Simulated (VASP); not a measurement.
# Ti8Al23 (a cell with a defect) (vacancy hop of Al) in VASP: notebook, part 2 of 2

VASP 6.6.1. Earlier steps stand in the parts before.

## 3. Single point, PBE

INCAR

```
ALGO     = Normal         # electronic algorithm
EDIFF    = 1E-7           # SCF threshold, eV
ENCUT    = 520            # plane-wave cutoff, eV
GGA      = PE             # functional
ISIF     = 2              # what is computed and relaxed
ISMEAR   = 1              # smearing method
LASPH    = True           # aspherical terms in the spheres
LCHARG   = False          # write CHGCAR
LREAL    = Auto         
LWAVE    = False          # write WAVECAR
NBANDS   = 104            # bands
NELM     = 80             # most SCF steps
PREC     = Accurate       # precision mode
SIGMA    = 0.1            # smearing width, eV
```

KPOINTS

```
k-points
0
Gamma
  1 1 1
```

POSCAR

```
Ti8Al23
1.0
    7.6895028900      0.0000000000      0.0000000000
    0.0000000000      7.6895028900      0.0000000000
    0.0000000000      0.0000000000      8.6237151300
Ti Al
8 23
Direct
   -0.0129048158      0.0000329365     -0.0050438079
    0.2502377764      0.2631513666      0.5052889578
    0.0049155740      0.5000341635     -0.0006130018
    0.2502528692      0.7369268534      0.5052848829
    0.5133975268      0.0000394980     -0.0050495479
    0.7502553685      0.2453967912      0.5008508259
    0.4955769985      0.5000353578     -0.0006142252
    0.7502275119      0.7546797291      0.5008518202
    0.0106354251      0.0000271125      0.4923290397
    0.2502547019      0.2396090833      0.0079195255
    0.0079357138      0.2423492945      0.2501243481
    0.2502378187      0.0000286244      0.7501188122
    0.0001806074      0.2501081516      0.7501158361
    0.4925279704      0.2423164042      0.2501221213
   -0.0064489918      0.5000446858      0.4978239438
    0.2502459091      0.7604685422      0.0079265959
    0.0079532221      0.7577485553      0.2501238761
    0.2502585565      0.5000396405      0.7537112188
    0.0001502498      0.7499480788      0.7501163349
    0.2502443888      0.5000347949      0.2500156675
    0.4898661691      0.0000556397      0.4923312255
    0.7502524552      0.2567551459      0.0024165786
    0.7502416263      0.0000493050      0.7465292025
    0.5003267778      0.2501178060      0.7501167784
    0.7502466260      0.0000385906      0.2502200164
    0.5069402883      0.5000358532      0.4978133337
    0.7502425286      0.7433159070      0.0024195314
    0.4925598234      0.7577428273      0.2501159562
    0.7502374616      0.5000317741      0.7501191055
    0.5003176408      0.7499758850      0.7501267090
    0.7502372907      0.5000242730      0.2501255908
```

Potentials or basis: VASP PAW PBE potentials, release 64 (Ti_sv, Al).

Launch:

```bash
> cat potpaw_PBE.64/Ti_sv/POTCAR potpaw_PBE.64/Al/POTCAR > POTCAR
> mpirun -np 1 vasp_gam > vasp.out
```

OUTCAR:

```text
EDIFF = 1E-7
   ENCUT = 520
   GGA = PE
   ISIF = 2
   ISMEAR = 1
   LASPH = True
   LREAL = Auto
   NELM = 80
   PREC = Accurate

 ion  position               nearest neighbor table
   1  0.987  0.000  0.995-  22 2.69  27 2.69  16 2.74  10 2.74  23 2.81  25 2.86  13 2.86  19 2.86
                            17 2.89  11 2.89  12 2.92
   2  0.250  0.263  0.505-  15 2.69  26 2.69  21 2.74   9 2.74  18 2.81  20 2.86  13 2.86  24 2.86
                            14 2.89  11 2.89  12 2.92
   3  0.005  0.500  0.999-  22 2.71  27 2.71  10 2.75  16 2.75  18 2.84  20 2.87  19 2.88  13 2.88
                            29 2.91  31 2.92  11 2.93  17 2.93
   4  0.250  0.737  0.505-  26 2.69  15 2.69   9 2.74  21 2.74  18 2.81  20 2.86  30 2.86  19 2.86
                            17 2.89  28 2.89  12 2.92
   5  0.513  0.000  0.995-  27 2.69  22 2.69  10 2.74  16 2.74  23 2.81  25 2.86  30 2.86  24 2.86
                            14 2.89  28 2.89  12 2.92
   6  0.750  0.245  0.501-  15 2.71  26 2.71  21 2.75   9 2.75  23 2.84  25 2.87  13 2.88  24 2.88
                            29 2.91  31 2.92  11 2.93  14 2.93
   7  0.496  0.500  0.999-  27 2.71  22 2.71  10 2.75  16 2.75  18 2.84  20 2.87  24 2.88  30 2.88
                            29 2.91  31 2.92  28 2.93  14 2.93
   8  0.750  0.755  0.501-  26 2.71  15 2.71  21 2.75   9 2.75  23 2.84  25 2.87  30 2.88  19 2.88
                            29 2.91  31 2.92  28 2.93  17 2.93
   9  0.011  0.000  0.492-   4 2.74   2 2.74   6 2.75   8 2.75  17 2.80  11 2.80  12 2.89  25 2.89
[... 31 lines left out ...]
  25  0.750  0.000  0.250-  28 2.72  17 2.72  14 2.72  11 2.72   1 2.86   5 2.86   6 2.87   8 2.87
                            21 2.89   9 2.89  22 2.91  27 2.91
  26  0.507  0.500  0.498-   4 2.69   2 2.69   8 2.71   6 2.71  31 2.84  29 2.87  24 2.90  30 2.90
                            20 2.91  28 2.92  14 2.92  18 2.96
  27  0.750  0.743  0.002-   5 2.69   1 2.69   7 2.71   3 2.71  31 2.84  29 2.87  19 2.90  30 2.90
                            25 2.91  28 2.92  17 2.92  23 2.96
  28  0.493  0.758  0.250-  25 2.72  20 2.72  16 2.80  21 2.80  31 2.80   5 2.89   4 2.89  27 2.92
                            26 2.92   8 2.93   7 2.93
  29  0.750  0.500  0.750-  24 2.72  19 2.72  30 2.72  13 2.72  22 2.87  27 2.87  26 2.87  15 2.87
                             6 2.91   8 2.91   7 2.91   3 2.91
  30  0.500  0.750  0.750-  29 2.72  18 2.72  23 2.72  12 2.72   5 2.86   4 2.86   8 2.88   7 2.88
                            27 2.90  26 2.90  16 2.94  21 2.94
  31  0.750  0.500  0.250-  11 2.80  28 2.80  14 2.80  17 2.80  22 2.84  26 2.84  27 2.84  15 2.84
                             6 2.92   8 2.92   7 2.92   3 2.92

  LATTYP: Found a simple tetragonal cell.
 ALAT       =     7.6895028900
 C/A-ratio  =     1.1214918901

  Lattice vectors:

 A1 = (   7.6895028900,   0.0000000000,   0.0000000000)
 A2 = (   0.0000000000,   7.6895028900,   0.0000000000)
 A3 = (   0.0000000000,   0.0000000000,   8.6237151300)

Analysis of symmetry for initial positions (statically):
=====================================================================
 Subroutine PRICEL returns:
 Original cell was already a primitive cell.

 Routine SETGRP: Setting up the symmetry group for a
 simple tetragonal supercell.

 Subroutine GETGRP returns: Found  1 space group operations
 (whereof  1 operations were pure point group operations)
 out of a pool of 16 trial point group operations.

The static configuration has the point symmetry C_1 .

Analysis of symmetry for dynamics (positions and initial velocities):
=====================================================================
 Subroutine PRICEL returns:
 Original cell was already a primitive cell.
[... 126 lines left out ...]
   total plane-waves  NPLWV = 230400
   dimension x,y,z NGX =    60 NGY =   60 NGZ =   64
   dimension x,y,z NGXF=   120 NGYF=  120 NGZF=  128
   ions per type =               8  23
   NGX,Y,Z   is equivalent  to a cutoff of  12.97, 12.97, 12.34 a.u.
   NGXF,Y,Z  is equivalent  to a cutoff of  25.94, 25.94, 24.68 a.u.
 SYSTEM =  unknown system
   PREC   = accura    normal or accurate (medium, high low for compatibility)
   ISTART =      0    job   : 0-new  1-cont  2-samecut
   ICHARG =      2    charge: 1-file 2-atom 10-const
   ISPIN  =      1    spin polarized calculation?
   LNONCOLLINEAR =      F non collinear calculations
   LSORBIT =      F    spin-orbit coupling
   LASPH  =      T    aspherical Exc in radial PAW
   ENCUT  =  520.0 eV  38.22 Ry    6.18 a.u.  14.30 14.30 16.03*2*pi/ulx,y,z
   NELM   =     80;   NELMIN=  2; NELMDL= -5     # of ELM steps
   EDIFF  = 0.1E-06   stopping-criterion for ELM
   LREAL  =      T    real-space projection
   EDIFFG = 0.1E-05   stopping-criterion for IOM
   NSW    =      0    number of steps for IOM
   IBRION =     -1    ionic relax: 0-MD 1-quasi-New 2-CG
   NFREE  =      0    steps in history (QN), initial steepest desc. (CG)
   ISIF   =      2    stress and relaxation
   ISYM   =      2    0-nonsym 1-usesym 2-fastsym
   POTIM  = 0.5000    time-step for ionic-motion
   TEBEG  =    0.0;   TEEND  =   0.0 temperature during run
   PSTRESS=    0.0 pullay stress
   NELECT =     165.0000    total number of electrons
   NUPDOWN=      -1.0000    fix difference up-down
   EMIN   =  10.00;   EMAX   =-10.00  energy-range for DOS
   EFERMI =   0.00;   METHOD = LEGACY
   ISMEAR =     1;   SIGMA  =   0.10  broadening in eV -4-tet -1-fermi 0-gaus
   EFERMI_NEDOS =   21; number of points for ismear=-14 and -15
   IALGO  =     38    algorithm
   IMIX   =      4    mixing-type and parameters
     AMIX     =   0.40;   BMIX     =  1.00
     AMIX_MAG =   1.60;   BMIX_MAG =  1.00
  volume/ion in A,a.u.               =      16.45       111.00
  Fermi-wavevector in a.u.,A,eV,Ry     =   1.123930  2.123919 17.187126  1.263218
  Thomas-Fermi vector in A             =   2.260599
   LORBIT       =      0    0 simple, 1 ext, 2 COOP (PROOUT), +10 PAW based schemes
   GGA     = PE    functional components
   LHFCALC =     F    Hartree Fock is set to
   AEXX    =    0.0000 exact exchange contribution
   IVDW    =     0    specifies the selected vdW correction
   LEPSILON=     F    determine dielectric tensor
   LRPA    =     F    only Hartree local field effects (RPA)
 non-spin polarized calculation
 Methfessel and Paxton  Order N= 1 SIGMA  =   0.10
  energy-cutoff  :      520.00
  volume of cell :      509.91
 maximum number of plane-waves:      6841
 NGX is ok and might be reduce to    60
   NGX = 29   NGY = 29   NGZ = 33

 number of electron     165.0000007 magnetization

 Free energy of the ion-electron system (eV)
  ---------------------------------------------------
  ext. energy  EPLUGINS =         0.00000000
  ---------------------------------------------------
  free energy    TOTEN  =      -157.34220229 eV

  energy without entropy =     -157.31945588  energy(sigma->0) =     -157.33462015

 E-fermi :   8.0318     XC(G=0): -10.5780

 val. band max:        7.8283635120   @ k =   0.0000   0.0000   0.0000
 cond. band min:       8.0320818554   @ k =   0.0000   0.0000   0.0000
 fundamental gap:      0.2037183435
 Fermi energy:         8.0317662718

 k-point     1 :       0.0000    0.0000    0.0000
  band No.  band energies     occupation
      1     -48.6329      2.00000
      2     -48.6328      2.00000
      3     -48.6317      2.00000
      4     -48.6316      2.00000
      5     -48.5946      2.00000
      6     -48.5944      2.00000
[... 86 lines left out ...]
     93       9.6236     -0.00000
     94       9.6271     -0.00000
 [bands above 94 left out]

------------------------ aborting loop because EDIFF is reached ----------------------------------------

  FORCE on cell =-STRESS in cart. coord.  units (eV):
  Direction    XX          YY          ZZ          XY          YZ          ZX
  --------------------------------------------------------------------------------------
  -------------------------------------------------------------------------------------
  Total      -13.3136985    -13.3099345     15.3556222     -0.0055822      0.0010185     -0.0004538
  in kB      -41.8329382    -41.8211114     48.2488616     -0.0175397      0.0032003     -0.0014259
  external PRESSURE =     -11.8017293 kB  Pullay stress =       0.0000000 kB

 VOLUME and BASIS-vectors are now :
 -----------------------------------------------------------------------------
  energy-cutoff  :      520.00
  volume of cell :      509.91
      direct lattice vectors                 reciprocal lattice vectors
     7.689502890  0.000000000  0.000000000     0.130047418  0.000000000  0.000000000
     0.000000000  7.689502890  0.000000000     0.000000000  0.130047418  0.000000000
     0.000000000  0.000000000  8.623715130     0.000000000  0.000000000  0.115959303

 POSITION                                       TOTAL-FORCE (eV/Angst)
 -----------------------------------------------------------------------------------
      7.59027      0.00025      8.58022         0.002144      0.000311      0.017546
      1.92420      2.02350      4.35747         0.000345     -0.001824     -0.008807
      0.03780      3.84501      8.61843        -0.011040      0.001293     -0.004866
      1.92432      5.66660      4.35743         0.003792      0.003935     -0.008772
      3.94777      0.00030      8.58017        -0.006627     -0.001553      0.011558
      5.76909      1.88698      4.31919         0.004143      0.006990      0.000861
[... 23 lines left out ...]
      3.84719      5.76694      6.46888         0.001899     -0.002486     -0.000893
      5.76895      3.84494      2.15701        -0.000513      0.000403     -0.000732
 -----------------------------------------------------------------------------------
    total drift:                                0.004589     -0.000667      0.001583

  FREE ENERGIE OF THE ION-ELECTRON SYSTEM (eV)
  ---------------------------------------------------
  free  energy   TOTEN  =      -157.3422022889 eV

  energy  without entropy=     -157.3194558780  energy(sigma->0) =     -157.33462015
```

It took 77 s on 1 thread of AMD EPYC 9R45 (Zen 5), shared host; peak memory 0.43 GiB.

Results:

```
Free energy   : -157.3422 eV
Pressure      : -1.2 GPa
Largest force : 0.018 eV/Å
```

Forces on the atoms (eV/Å):
```
Ti   0.002  0.000  0.018
Ti   0.000 -0.002 -0.009
Ti  -0.011  0.001 -0.005
Ti   0.004  0.004 -0.009
Ti  -0.007 -0.002  0.012
Ti   0.004  0.007  0.001
Ti   0.006  0.001 -0.002
Ti   0.006 -0.008  0.001
Al  -0.001  0.000 -0.002
Al   0.000  0.004  0.004
Al   0.001  0.001 -0.001
Al  -0.001  0.000  0.000
Al  -0.002  0.002  0.000
Al   0.000 -0.002 -0.001
Al   0.001  0.000  0.000
Al   0.001 -0.005  0.003
Al   0.000 -0.002  0.000
Al   0.001  0.000  0.005
Al  -0.003 -0.001 -0.001
Al  -0.001  0.000  0.002
Al   0.003  0.000 -0.003
Al  -0.001 -0.001  0.000
Al   0.000 -0.001 -0.007
Al   0.001  0.001 -0.001
Al  -0.001  0.000 -0.002
Al  -0.002  0.000 -0.001
Al  -0.001  0.001  0.000
Al   0.000  0.002 -0.001
Al  -0.001  0.000  0.000
Al   0.002 -0.002 -0.001
Al  -0.001  0.000 -0.001
```

Levels at points of the mesh, in eV from the Fermi level:
```
           k point  band 78  band 79  band 80  band 81  band 82  band 83  band 84  band 85  band 86  band 87
(0.00, 0.00, 0.00)    -0.99    -0.66    -0.66    -0.44    -0.20     0.00     0.22     0.31     0.31     0.60
```

Caveat: the k points lie up to 0.82 Å⁻¹ apart.

## 4. Single point, PBE

INCAR

```
SYSTEM = Ti8Al23
  PREC = Accurate
  ENCUT = 520
  EDIFF = 1E-6
  ISMEAR = 1
  SIGMA = 0.1
  LREAL = Auto
  LASPH = .TRUE.
  NELM = 80
  ALGO = Normal
  ISIF = 2
  LWAVE = .FALSE.
  LCHARG = .FALSE.
  GGA = PE
  NBANDS = 104
```

KPOINTS

```
regular mesh
0
G
  1 1 1
  0 0 0
```

POSCAR

```
Ti8Al23
1.0
    7.6895028900      0.0000000000      0.0000000000
    0.0000000000      7.6895028900      0.0000000000
    0.0000000000      0.0000000000      8.6237151300
Ti Al
8 23
Direct
    0.0003799986      0.0043451443     -0.0003581983
    0.2371352253      0.2497062590      0.5056036678
    0.0003221275      0.4951762233     -0.0003658516
    0.2549612151      0.7497465158      0.5010804433
    0.5003288321     -0.0133898123     -0.0048862931
    0.7635552108      0.2497331788      0.5056301065
    0.5003444377      0.5129072785     -0.0049042668
    0.7457224585      0.7497333810      0.5010818348
    0.0003387735     -0.0069879680      0.4980413818
    0.2607232260      0.2497779151      0.0081686372
    0.0003394238      0.2497738836      0.2504221171
    0.2502648126     -0.0004149813      0.7503278926
    0.0003737563      0.2497701123      0.7540203847
    0.2581287800      0.0075652485      0.2503811835
    0.0003607515      0.5064756533      0.4979721541
    0.2436567132      0.7497374125      0.0026982570
    0.0003917028      0.7498153109      0.2503503383
    0.2501770306      0.4998944737      0.7503169924
    0.0003312308      0.7497631619      0.7503779870
    0.2582233245      0.4918892748      0.2503535851
    0.5003441776      0.0101365460      0.4925163849
    0.7399707213      0.2497533361      0.0081899737
    0.7504668484     -0.0003793483      0.7503718412
    0.5003285720      0.2497610089      0.7503254575
    0.7425278437      0.0075588761      0.2503633257
    0.5003292222      0.4893244796      0.4924861195
    0.7570438666      0.7497682337      0.0026820227
    0.5003456082      0.7497749962      0.2502867926
    0.7504769921      0.4998628721      0.7502940325
    0.5003577026      0.7497366322      0.7467123975
    0.7425868852      0.4919969540      0.2503656449
```

Launch:

```bash
> cat potpaw_PBE.64/Ti_sv/POTCAR potpaw_PBE.64/Al/POTCAR > POTCAR
> mpirun -np 1 vasp_gam > vasp.out
```

Run time: 67 s. Hardware: 1 thread of AMD EPYC 9R45 (Zen 5), shared host; peak memory 0.43 GiB.

The run converged. Its results:

| Quantity | Value |
| --- | --- |
| Free energy | -157.3422 eV |
| Pressure | -1.2 GPa |
| Largest force | 0.023 eV/Å |

Forces on the atoms (eV/Å):
```
Ti  -0.005 -0.001  0.001
Ti   0.005 -0.001 -0.020
Ti   0.004  0.006  0.000
Ti   0.002  0.002  0.000
Ti   0.001  0.003  0.021
Ti  -0.007 -0.004 -0.018
Ti  -0.001 -0.002  0.023
Ti   0.005 -0.002 -0.001
Al  -0.001  0.001  0.001
Al  -0.004 -0.001  0.001
Al  -0.001 -0.002 -0.009
Al  -0.002  0.001 -0.001
Al  -0.001 -0.002  0.005
Al  -0.002 -0.003 -0.002
Al  -0.001 -0.001  0.004
Al   0.000  0.001 -0.002
Al  -0.001 -0.002 -0.001
Al   0.002  0.000 -0.001
Al   0.000  0.000 -0.003
Al  -0.004  0.005  0.001
Al   0.000 -0.002  0.002
Al   0.003  0.000  0.000
Al   0.001  0.000 -0.002
Al   0.000  0.000  0.000
Al   0.003 -0.001 -0.001
Al   0.001  0.004  0.004
Al  -0.002  0.001 -0.003
Al  -0.001 -0.001  0.006
Al   0.000  0.000  0.001
Al   0.001 -0.001 -0.005
Al   0.002  0.002 -0.002
```

Stress tensor (GPa, compression positive):
```
-4.18  0.00  0.00
 0.00 -4.19  0.00
 0.00  0.00  4.82
```

Levels at points of the mesh, in eV from the Fermi level:
| k point | band 80 | band 81 | band 82 | band 83 | band 84 | band 85 |
| --- | --- | --- | --- | --- | --- | --- |
| (0.00, 0.00, 0.00) | -0.66 | -0.44 | -0.21 | 0.00 | 0.22 | 0.30 |

Caveat: the k points lie up to 0.82 Å⁻¹ apart.

## 5. Single point, PBE

INCAR

```
SYSTEM = Ti8Al23
  PREC = Accurate
  ENCUT = 520
  EDIFF = 1E-6
  ISMEAR = 1
  SIGMA = 0.1
  LREAL = Auto
  LASPH = .True.
  NELM = 100
  ALGO = Normal
  ISIF = 2
  LWAVE = .False.
  LCHARG = .False.
  GGA = PE
  NBANDS = 104
```

KPOINTS

```
Automatic mesh
0
Gamma
  1 1 1
  0 0 0
```

POSCAR

```
Ti8Al23
1.0
    7.6895028900      0.0000000000      0.0000000000
    0.0000000000      7.6895028900      0.0000000000
    0.0000000000      0.0000000000      8.6237151300
Ti Al
8 23
Direct
   -0.0126763721     -0.0006904217     -0.0045153393
    0.2504662561      0.2624280176      0.5058173808
    0.0051440256      0.4993108209     -0.0000845343
    0.2504813416      0.7362035077      0.5058133222
    0.5136259205     -0.0006839194     -0.0045211373
    0.7504838847      0.2446734239      0.5013792704
    0.4958055227      0.4993119913     -0.0000858099
    0.7504559245      0.7539564108      0.5013803140
    0.0108639012     -0.0006962739      0.4928575371
    0.2504831622      0.2388856635      0.0084479831
    0.0081641168      0.2416258927      0.2506527601
    0.2504662561     -0.0006947133      0.7506472445
    0.0004089991      0.2493847818      0.7506442296
    0.4927564310      0.2415929907      0.2506505569
   -0.0062205582      0.4993213547      0.4983523847
    0.2504743190      0.7597452116      0.0084550567
    0.0081816732      0.7570251398      0.2506522963
    0.2504870637      0.4993162829      0.7542396638
    0.0003786981      0.7492247656      0.7506448094
    0.2504728885      0.4993114711      0.2505441063
    0.4900946204     -0.0006677935      0.4928596244
    0.7504808936      0.2560317654      0.0029450184
    0.7504700996     -0.0006740358      0.7470576083
    0.5005552446      0.2493944053      0.7506452732
    0.7504750414     -0.0006848297      0.2507484266
    0.5071688061      0.4993125115      0.4983418324
    0.7504710100      0.7425924773      0.0029479174
    0.4927882926      0.7570194177      0.2506444111
    0.7504659381      0.4993083500      0.7506475924
    0.5005461413      0.7492524657      0.7506551298
    0.7504658081      0.4993009373      0.2506540357
```

Launch:

```bash
> cat potpaw_PBE.64/Ti_sv/POTCAR potpaw_PBE.64/Al/POTCAR > POTCAR
> mpirun -np 1 vasp_gam > vasp.out
```

It took 64 s on 1 thread of AMD EPYC 9R45 (Zen 5), shared host; peak memory 0.44 GiB.

Results (log left out):

* Free energy: -157.3422 eV
* Pressure: -1.2 GPa
* Largest force: 0.012 eV/Å

Forces on the atoms (eV/Å):
```
Ti   0.000  0.005  0.010
Ti  -0.006 -0.004 -0.004
Ti  -0.008 -0.004  0.000
Ti   0.004  0.007 -0.007
Ti  -0.003 -0.001  0.005
Ti  -0.001  0.010  0.001
Ti   0.003  0.002 -0.002
Ti   0.002 -0.002  0.004
Al  -0.004  0.000 -0.002
Al  -0.001  0.005  0.005
Al   0.003 -0.002  0.004
Al   0.001 -0.002 -0.002
Al  -0.002  0.001 -0.001
Al  -0.001 -0.002  0.000
Al   0.001  0.000  0.002
Al   0.001 -0.003  0.003
Al   0.002  0.002 -0.001
Al  -0.001  0.000  0.004
Al  -0.001 -0.004 -0.002
Al   0.001 -0.002  0.000
Al   0.002 -0.001 -0.002
Al   0.000 -0.001  0.001
Al   0.001 -0.001 -0.003
Al   0.003  0.000 -0.002
Al   0.002 -0.002 -0.004
Al  -0.001  0.000  0.001
Al   0.000  0.001 -0.001
Al  -0.003  0.002 -0.001
Al   0.001 -0.002 -0.002
Al   0.004 -0.004 -0.003
Al   0.001 -0.001 -0.002
```

Stress tensor (GPa, compression positive):
```
-4.19  0.00 -0.01
 0.00 -4.19  0.00
-0.01  0.00  4.81
```

Levels at points of the mesh, in eV from the Fermi level:
```tsv
k point	band 80	band 81	band 82	band 83	band 84	band 85
(0.00, 0.00, 0.00)	-0.66	-0.44	-0.20	0.00	0.22	0.31
```

Caveat: the k points lie up to 0.82 Å⁻¹ apart.
